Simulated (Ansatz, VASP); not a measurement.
One calculation of Au, two programs

The input POSCAR:

```
Au
1.0
    0.0000000000      2.0615246536      2.0615246536
    2.0615246536      0.0000000000      2.0615246536
    2.0615246536      2.0615246536      0.0000000000
Au
1
Direct
    0.0000000000      0.0000000000      0.0000000000
```

INCAR.step1

```
SYSTEM = Au
  PREC = Accurate
  ENCUT = 520
  ISMEAR = 0
  SIGMA = 0.1
  LREAL = .False.
  LASPH = .True.
  NELM = 100
  NBANDS = 12
  GGA = PE
  ALGO = Normal
  EDIFF = 1E-4
  LWAVE = .True.
  LCHARG = .False.
```

File INCAR.step2:

```
SYSTEM = Au
  PREC = Accurate
  ENCUT = 520
  EDIFF = 1E-6
  ISMEAR = 0
  SIGMA = 0.1
  LREAL = .False.
  LASPH = .True.
  NELM = 100
  ALGO = Normal
  ISIF = 2
  LWAVE = .False.
  LCHARG = .True.
  METAGGA = R2SCAN
  LMIXTAU = .True.
  LELF = .True.
  LVHAR = .True.
  NBANDS = 12
  ISTART = 1
```

Contents of KPOINTS:

```
Automatic mesh
0
Gamma
  13 13 13
  0 0 0
```

Input for Ansatz:

```yaml
crystal:
  lattice:
    - [0.0, 2.0615246536, 2.0615246536]
    - [2.0615246536, 0.0, 2.0615246536]
    - [2.0615246536, 2.0615246536, 0.0]
  atoms:
    - { symbol: Au, position: [0.0, 0.0, 0.0] }
hamiltonian:
  xc: r2scan
  pseudopotentials:
    kind: paw
    azcp:
      Au: "pseudopotentials/Au.paw.azcp"
basis:
  ecutwfc: 500
  fft_grid_basis: typed
kpoints:
  mp_grid: { grid: [13, 13, 13], shift: [0, 0, 0] }
magnetization:
  spin_polarized: false
scf:
  occupations: { method: gaussian, width: 0.1 }
  lower_state_search: "off"
output:
  stress: true
```

Alike in both runs: task single point; functional r2SCAN; k mesh 13 × 13 × 13; occupations gaussian, width 0.1 eV; no spin polarisation.

```csv
,VASP,Ansatz
version,VASP 6.6.1,Ansatz 0.2.0
potentials or method,"VASP PAW PBE potentials, release 64 (Au), cutoff 520 eV","plane waves (500 eV) with PAW, scalar-relativistic"
valence electrons in the cell,11,19
```

Ansatz gave:

* pressure (GPa): -0.1

Q: Which values does VASP return?

A: Pressure (GPa): 0.1.

VASP's potentials were made for PBE, not for r2SCAN. VASP's potentials hold 11 valence electrons a cell and Ansatz's 19, so a difference there can come from the potentials and not from the codes.

Spin-orbit coupling is off throughout.
